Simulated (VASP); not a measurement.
Input of a VASP 6.6.1 run:

File INCAR:

```
SYSTEM = CdS
ALGO = Normal
EDIFF = 1E-6
ENCUT = 520
GGA = PE
ISIF = 2
ISMEAR = 0
LASPH = .True.
LCHARG = .False.
LREAL = .False.
LWAVE = .False.
NBANDS = 26
NELM = 100
PREC = Accurate
SIGMA = 0.01
```

File KPOINTS:

```
k-points
0
Gamma
  6 6 2
  0 0 0
```

File POSCAR:

```
CdS
1.0
    4.1646012805      0.0000000000      0.0000000000
   -2.0823006403      3.6066505056      0.0000000000
    0.0000000000      0.0000000000      6.7660104844
Cd S
2 2
Direct
    0.3333333333      0.6666666667     -0.0009631161
    0.6666666667      0.3333333333      0.4990368839
    0.3333333333      0.6666666667      0.3759631161
    0.6666666667      0.3333333333      0.8759631161
```

Potentials or basis: VASP PAW PBE potentials, release 64 (Cd, S).

Command:

```console
$ cat potpaw_PBE.64/Cd/POTCAR potpaw_PBE.64/S/POTCAR > POTCAR
$ mpirun -np 1 vasp_std > vasp.out
```

(1) Estimate the largest force.

(2) Estimate the pressure.

## Answers

(1) 0.003 eV/Å.

(2) 1.7 GPa.

Caveat: the k points lie up to 0.46 Å⁻¹ apart.
